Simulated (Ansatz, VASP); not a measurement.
# One calculation of Fe, two programs

INCAR

```
PREC = Accurate ; ENCUT = 600
EDIFF = 1E-6 ; ISMEAR = 0
SIGMA = 0.15 ; LREAL = False
LASPH = True ; NELM = 200
ALGO = Normal ; ISIF = 2
LWAVE = False ; LCHARG = False
ISPIN = 2 ; MAGMOM = 2.44
LORBIT = 11 ; LMAXMIX = 4
GGA = PE ; NBANDS = 18
GGA_COMPAT = False
```

The input KPOINTS:

```
Automatic mesh
0
Gamma
  10 10 10
```

POSCAR

```
Fe
1.0
   -1.4677340298      1.4157750842      1.5148793401
    1.4677340298     -1.4157750842      1.5148793401
    1.4677340298      1.4157750842     -1.5148793401
Fe
1
Direct
    0.0000000000      0.0000000000      0.0000000000
```

Input for Ansatz:

```yaml
crystal:
  lattice:
    - [-1.4677340298, 1.4157750842, 1.5148793401]
    - [1.4677340298, -1.4157750842, 1.5148793401]
    - [1.4677340298, 1.4157750842, -1.5148793401]
  atoms:
    - { symbol: Fe, position: [0.0, 0.0, 0.0], spin: 2.44 }
basis:
  ecutwfc: 520.0
kpoints:
  mp_grid: { grid: [10, 10, 10] }
hamiltonian:
  xc: pbe
scf:
  occupations: { method: gaussian, width: 0.15 }
output:
  forces: true
  stress: true
  eigenvalues: true
  populations: true
magnetization:
  spin_polarized: true
```

Change from the starting cell: normal strain along x +0.0367, normal strain along z +0.0700.

Alike in both runs: task single point; functional PBE; k mesh 10 × 10 × 10; occupations gaussian, width 0.15 eV; collinear spin.

|  | VASP | Ansatz |
| --- | --- | --- |
| version | VASP 6.6.1 | Ansatz 0.2.0 |
| potentials or method | VASP PAW PBE potentials, release 64 (Fe_sv), cutoff 600 eV | scalar-relativistic, plane waves, PAW |
| valence electrons in the cell | 16 | 16 |

Ansatz gave:

```
gap on the k mesh at the Fermi level (eV)                     : none
pressure (GPa)                                                : -14.2
traceless stress, the component that is largest in VASP (GPa) : 2.25
net moment per atom (μB)                                      : 2.37
size of the moment on the site where the two differ most (μB) : 2.44
```

**Question.** Estimate VASP's values.

**Answer.** gap on the k mesh at the Fermi level (eV): none; pressure (GPa): -17.4; traceless stress, the component that is largest in VASP (GPa): 2.22; net moment per atom (μB): 2.38; size of the moment on the site where the two differ most (μB): 2.40.

Site moments also hang on the region over which each program counts them. A gap of «none» marks a metal or a gap that the smearing closes. The functional is the same, so the differences come from potentials, cutoffs and numerics.
